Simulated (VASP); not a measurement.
# CO2 (Pa-3) in VASP: relaxation of cell and atoms with PBE+D3(BJ)

Aim: the relaxation of cell and atoms of CO2 with PBE+D3(BJ).

Everything below comes from runs of VASP 6.6.1. Logs are shortened: lines on timing, memory, paths and dates and some standing lists are left out, and cuts for length are marked.

## (1) The cell of the first run

The structure is cubic, space group Pa-3 (No. 205). Conventional cell: a = 5.300 Å, b = 5.300 Å, c = 5.300 Å, α = 90.00°, β = 90.00°, γ = 90.00°. C (site symmetry -3) has 2 O at 1.15 Å within 1.5 Å. Within 1.5 Å of O (site symmetry 3) lie 1 C at 1.15 Å.

## (2) Relaxation of cell and atoms, PBE+D3(BJ), target pressure 5 GPa, at which the enthalpy is minimised

Input file INCAR:

```
SYSTEM = CO2
ALGO = Normal
EDIFF = 1E-7
EDIFFG = -0.003
ENCUT = 910
GGA = PE
GGA_COMPAT = .FALSE.
IBRION = 2
ISIF = 3
ISMEAR = 0
IVDW = 12
LASPH = .TRUE.
LCHARG = .FALSE.
LREAL = .FALSE.
LWAVE = .FALSE.
NELM = 120
NELMIN = 4
NSW = 80
PREC = Accurate
PSTRESS = 50.0
SIGMA = 0.01
```

Input file KPOINTS:

```
k-points
0
G
  4 4 4
  0 0 0
```

Input file POSCAR:

```
CO2
1.0
    5.3000000000      0.0000000000      0.0000000000
    0.0000000000      5.3000000000      0.0000000000
    0.0000000000      0.0000000000      5.3000000000
C O
4 8
Direct
    0.0000000000      0.0000000000      0.0000000000
    0.5000000000      0.0000000000      0.5000000000
    0.5000000000      0.5000000000      0.0000000000
    0.0000000000      0.5000000000      0.5000000000
    0.1250000000      0.1250000000      0.1250000000
    0.8750000000      0.8750000000      0.8750000000
    0.3750000000      0.8750000000      0.6250000000
    0.6250000000      0.1250000000      0.3750000000
    0.6250000000      0.3750000000      0.8750000000
    0.3750000000      0.6250000000      0.1250000000
    0.8750000000      0.6250000000      0.3750000000
    0.1250000000      0.3750000000      0.6250000000
```

Potentials or basis: VASP PAW PBE potentials, release 64 (C_h, O_h).

Run with:

```console
$ cat potpaw_PBE.64/C_h/POTCAR potpaw_PBE.64/O_h/POTCAR > POTCAR
$ mpirun -np 1 vasp_std > vasp.out
```

OUTCAR:

```text
SYSTEM = CO2
   EDIFF = 1E-7
   EDIFFG = -0.003
   ENCUT = 910
   GGA = PE
   IBRION = 2
   ISIF = 3
   ISMEAR = 0
   IVDW = 12
   LASPH = .TRUE.
   LREAL = .FALSE.
   NELM = 120
   NELMIN = 4
   NSW = 80
   PREC = Accurate
   PSTRESS = 50.0
 IVDW          = 12

 ion  position               nearest neighbor table
   1  0.000  0.000  0.000-   5 1.15   6 1.15
   2  0.500  0.000  0.500-   7 1.15   8 1.15
   3  0.500  0.500  0.000-   9 1.15  10 1.15
   4  0.000  0.500  0.500-  11 1.15  12 1.15
   5  0.125  0.125  0.125-   1 1.15
   6  0.875  0.875  0.875-   1 1.15
   7  0.375  0.875  0.625-   2 1.15
   8  0.625  0.125  0.375-   2 1.15
   9  0.625  0.375  0.875-   3 1.15
  10  0.375  0.625  0.125-   3 1.15
  11  0.875  0.625  0.375-   4 1.15
  12  0.125  0.375  0.625-   4 1.15

  LATTYP: Found a simple cubic cell.
 ALAT       =     5.3000000000

  Lattice vectors:

 A1 = (   5.3000000000,   0.0000000000,   0.0000000000)
 A2 = (   0.0000000000,   5.3000000000,   0.0000000000)
 A3 = (   0.0000000000,   0.0000000000,   5.3000000000)

Analysis of symmetry for initial positions (statically):
=====================================================================
 Subroutine PRICEL returns:
 Original cell was already a primitive cell.

 Routine SETGRP: Setting up the symmetry group for a
 simple cubic supercell.

 Subroutine GETGRP returns: Found 24 space group operations
 (whereof  6 operations were pure point group operations)
 out of a pool of 48 trial point group operations.

The static configuration has the point symmetry S_6 .
 The point group associated with its full space group is T_h .

Analysis of symmetry for dynamics (positions and initial velocities):
=====================================================================
 Subroutine PRICEL returns:
 Original cell was already a primitive cell.

 Routine SETGRP: Setting up the symmetry group for a
 simple cubic supercell.

 Subroutine GETGRP returns: Found 24 space group operations
 (whereof  6 operations were pure point group operations)
 out of a pool of 48 trial point group operations.

The dynamic configuration has the point symmetry S_6 .
 The point group associated with its full space group is T_h .

 Subroutine INISYM returns: Found 24 space group operations
 (whereof  6 operations are pure point group operations),
 and found     1 'primitive' translations

----------------------------------------------------------------------------------------

                                     Primitive cell

  volume of cell :     148.8770

  direct lattice vectors                    reciprocal lattice vectors
     5.300000000  0.000000000  0.000000000     0.188679245  0.000000000  0.000000000
     0.000000000  5.300000000  0.000000000     0.000000000  0.188679245  0.000000000
     0.000000000  0.000000000  5.300000000     0.000000000  0.000000000  0.188679245

  length of vectors
     5.300000000  5.300000000  5.300000000     0.188679245  0.188679245  0.188679245

  position of ions in fractional coordinates (direct lattice)
     0.000000000  0.000000000  0.000000000
     0.500000000  0.000000000  0.500000000
     0.500000000  0.500000000  0.000000000
     0.000000000  0.500000000  0.500000000
     0.125000000  0.125000000  0.125000000
     0.875000000  0.875000000  0.875000000
     0.375000000  0.875000000  0.625000000
     0.625000000  0.125000000  0.375000000
     0.625000000  0.375000000  0.875000000
     0.375000000  0.625000000  0.125000000
     0.875000000  0.625000000  0.375000000
     0.125000000  0.375000000  0.625000000

  ion indices of the primitive-cell ions
   primitive index   ion index
                 1           1
                 2           2
                 3           3
                 4           4
                 5           5
                 6           6
                 7           7
                 8           8
                 9           9
                10          10
                11          11
                12          12

----------------------------------------------------------------------------------------

 KPOINTS: k-points

Automatic generation of k-mesh.
 Grid dimensions read from file:
 generate k-points for:    4    4    4

 Generating k-lattice:

  Cartesian coordinates                     Fractional coordinates (reciprocal lattice)
     0.047169811  0.000000000  0.000000000     0.250000000  0.000000000  0.000000000
     0.000000000  0.047169811  0.000000000     0.000000000  0.250000000  0.000000000
     0.000000000  0.000000000  0.047169811     0.000000000  0.000000000  0.250000000

  Length of vectors
     0.047169811  0.047169811  0.047169811

  Shift w.r.t. Gamma in fractional coordinates (k-lattice)
     0.000000000  0.000000000  0.000000000

 Subroutine IBZKPT returns following result:
 ===========================================

 Found     11 irreducible k-points:

 Following reciprocal coordinates:
            Coordinates               Weight
  0.000000  0.000000  0.000000      1.000000
  0.250000  0.000000  0.000000      6.000000
  0.500000  0.000000  0.000000      3.000000
  0.250000  0.250000  0.000000     12.000000
  0.500000  0.250000  0.000000      6.000000
 -0.250000  0.500000  0.000000      6.000000
  0.500000  0.500000  0.000000      3.000000
  0.250000  0.250000  0.250000      8.000000
  0.500000  0.250000  0.250000     12.000000
  0.500000  0.500000  0.250000      6.000000
  0.500000  0.500000  0.500000      1.000000
   k-points           NKPTS =     11   k-points in BZ     NKDIM =     11   number of bands    NBANDS=     39
   number of dos      NEDOS =    301   number of ions     NIONS =     12
   total plane-waves  NPLWV = 157464
   dimension x,y,z NGX =    54 NGY =   54 NGZ =   54
   dimension x,y,z NGXF=   108 NGYF=  108 NGZF=  108
   ions per type =               4   8
   NGX,Y,Z   is equivalent  to a cutoff of  16.94, 16.94, 16.94 a.u.
   NGXF,Y,Z  is equivalent  to a cutoff of  33.88, 33.88, 33.88 a.u.
 SYSTEM =  CO2
   PREC   = accura    normal or accurate (medium, high low for compatibility)
   ISTART =      0    job   : 0-new  1-cont  2-samecut
   ICHARG =      2    charge: 1-file 2-atom 10-const
   ISPIN  =      1    spin polarized calculation?
   LNONCOLLINEAR =      F non collinear calculations
   LSORBIT =      F    spin-orbit coupling
   LASPH  =      T    aspherical Exc in radial PAW
   ENCUT  =  910.0 eV  66.88 Ry    8.18 a.u.  13.04 13.04 13.04*2*pi/ulx,y,z
   NELM   =    120;   NELMIN=  4; NELMDL= -5     # of ELM steps
   EDIFF  = 0.1E-06   stopping-criterion for ELM
   LREAL  =      F    real-space projection
   EDIFFG = -.3E-02   stopping-criterion for IOM
   NSW    =     80    number of steps for IOM
   IBRION =      2    ionic relax: 0-MD 1-quasi-New 2-CG
   NFREE  =      1    steps in history (QN), initial steepest desc. (CG)
   ISIF   =      3    stress and relaxation
   ISYM   =      2    0-nonsym 1-usesym 2-fastsym
   POTIM  = 0.5000    time-step for ionic-motion
   TEBEG  =    0.0;   TEEND  =   0.0 temperature during run
   PSTRESS=   50.0 pullay stress
   NELECT =      64.0000    total number of electrons
   NUPDOWN=      -1.0000    fix difference up-down
   EMIN   =  10.00;   EMAX   =-10.00  energy-range for DOS
   EFERMI =   0.00;   METHOD = LEGACY
   ISMEAR =     0;   SIGMA  =   0.01  broadening in eV -4-tet -1-fermi 0-gaus
   EFERMI_NEDOS =   21; number of points for ismear=-14 and -15
   IALGO  =     38    algorithm
   IMIX   =      4    mixing-type and parameters
     AMIX     =   0.40;   BMIX     =  1.00
     AMIX_MAG =   1.60;   BMIX_MAG =  1.00
  volume/ion in A,a.u.               =      12.41        83.72
  Fermi-wavevector in a.u.,A,eV,Ry     =   1.235546  2.334844 20.770302  1.526574
  Thomas-Fermi vector in A             =   2.370191
   LORBIT       =      0    0 simple, 1 ext, 2 COOP (PROOUT), +10 PAW based schemes
   GGA     = PE    functional components
   LHFCALC =     F    Hartree Fock is set to
   AEXX    =    0.0000 exact exchange contribution
   IVDW    =    12    specifies the selected vdW correction
   LEPSILON=     F    determine dielectric tensor
   LRPA    =     F    only Hartree local field effects (RPA)
 conjugate gradient relaxation of ions
 non-spin polarized calculation
 Gauss-broadening in eV      SIGMA  =   0.01
  energy-cutoff  :      910.00
  volume of cell :      148.88
 maximum number of plane-waves:      9328
 NGX is ok and might be reduce to    54
   NGX = 27   NGY = 27   NGZ = 27

--------------------------------------- Ionic step        1  -------------------------------------------

 number of electron      63.9999989 magnetization

 Free energy of the ion-electron system (eV)
  ---------------------------------------------------
  ext. energy  EPLUGINS =         0.00000000
  ---------------------------------------------------
  free energy    TOTEN  =       -92.55598948 eV

  energy without entropy =      -92.55598948  energy(sigma->0) =      -92.55598948

------------------------ aborting loop because EDIFF is reached ----------------------------------------

 Edisp (eV)   -1.02883

 E8    (eV) :    -0.2673

  FORCE on cell =-STRESS in cart. coord.  units (eV):
  Direction    XX          YY          ZZ          XY          YZ          ZX
  --------------------------------------------------------------------------------------
  -------------------------------------------------------------------------------------
  Total       8.82023     8.82023     8.82023    -0.00000    -0.00000     0.00000
  in kB      94.92111    94.92111    94.92111    -0.00000    -0.00000     0.00000
  external pressure =       44.92 kB  Pullay stress =       50.00 kB
[... 131 lines left out ...]
  FREE ENERGIE OF THE ION-ELECTRON SYSTEM (eV)
  ---------------------------------------------------
  free  energy   TOTEN  =       -93.7621281083 eV

  energy  without entropy=      -93.7621281083  energy(sigma->0) =      -93.76212811

  enthalpy is  TOTEN    =       -89.0815334932 eV   P V=        4.6805946151

[... ionic steps 4 to 7 ...]

--------------------------------------- Ionic step        8  -------------------------------------------

 number of electron      63.9999992 magnetization

------------------------ aborting loop because EDIFF is reached ----------------------------------------

 Edisp (eV)   -1.11057

 E8    (eV) :    -0.2897
[... 93 lines left out ...]
  enthalpy is  TOTEN    =       -89.1692361087 eV   P V=        4.3408145167

--------------------------------------- Ionic step       10  -------------------------------------------

 number of electron      63.9999983 magnetization

 Free energy of the ion-electron system (eV)
  ---------------------------------------------------
  ext. energy  EPLUGINS =         0.00000000
  ---------------------------------------------------
  free energy    TOTEN  =       -92.40421802 eV

  energy without entropy =      -92.40421802  energy(sigma->0) =      -92.40421802

 E-fermi :  -1.2649     XC(G=0):  -9.0673

 val. band max:       -1.3671564302   @ k =   0.0000   0.0000   0.0000
 cond. band min:       5.7694623040   @ k =   0.0000   0.0000   0.0000
 fundamental gap:      7.1366187342
 Fermi energy:        -1.2648897685

 k-point     1 :       0.0000    0.0000    0.0000
  band No.  band energies     occupation
      1     -22.3429      2.00000
      2     -21.8513      2.00000
      3     -21.8513      2.00000
      4     -21.8513      2.00000
      5     -21.0164      2.00000
      6     -21.0164      2.00000
[... 494 lines left out ...]
  FREE ENERGIE OF THE ION-ELECTRON SYSTEM (eV)
  ---------------------------------------------------
  free  energy   TOTEN  =       -93.5138353890 eV

  energy  without entropy=      -93.5138353890  energy(sigma->0) =      -93.51383539

  enthalpy is  TOTEN    =       -89.1692819983 eV   P V=        4.3445533906

 reached required accuracy - stopping structural energy minimisation
```

Run time: 13 min. Hardware: 1 thread of Intel Xeon Platinum 8559C (Emerald Rapids), shared host; peak memory 0.5 GiB.

Results:

```
Free energy                                                : -93.5138 eV
Relaxed volume                                             : 11.60 Å³/atom
Relaxed cell                                               : a = 5.183 Å, b = 5.183 Å, c = 5.183 Å, α = 90.00°, β = 90.00°, γ = 90.00°
Space group after relaxing (to 0.1 Å)                      : Pa-3 (No. 205)
Energy change on relaxing (the run minimises the enthalpy) : +5.9 meV/atom
Ionic steps                                                : 10
Pressure after relaxing                                    : 5.0 GPa
Band gap on the k mesh                                     : 7.14 eV
Dispersion energy per atom                                 : -0.092 eV
```

Step by step:
```tsv
step	energy change (eV)	largest force (eV/Å)	pressure (GPa)	volume (Å³)
1	0.0000	2.1488	9.49	148.88
2	3.4012	7.6851	-24.26	156.50
3	-0.1773	0.0510	2.31	149.98
4	-0.1757	0.0983	2.80	149.90
5	-0.1751	0.1337	2.91	149.88
6	-0.1269	0.1238	3.49	147.10
7	0.0754	0.1217	5.49	139.09
8	0.1088	0.9455	1.83	139.12
9	0.0748	0.0000	5.08	139.10
10	0.0710	0.0013	5.04	139.21
```

Final structure:
```
C O
1.0
     5.18277    0.00000    0.00000
     0.00000    5.18277    0.00000
     0.00000    0.00000    5.18277
C O
4 8
Direct
  0.00000 0.00000 0.00000
  0.50000 0.00000 0.50000
  0.50000 0.50000 0.00000
  0.00000 0.50000 0.50000
  0.12981 0.12981 0.12981
  0.87019 0.87019 0.87019
  0.37019 0.87019 0.62981
  0.62981 0.12981 0.37019
  0.62981 0.37019 0.87019
  0.37019 0.62981 0.12981
  0.87019 0.62981 0.37019
  0.12981 0.37019 0.62981
```

Caveat: the cell is relaxed towards a set pressure, so the run minimises the enthalpy, not the energy. A k mesh can miss the band edges.
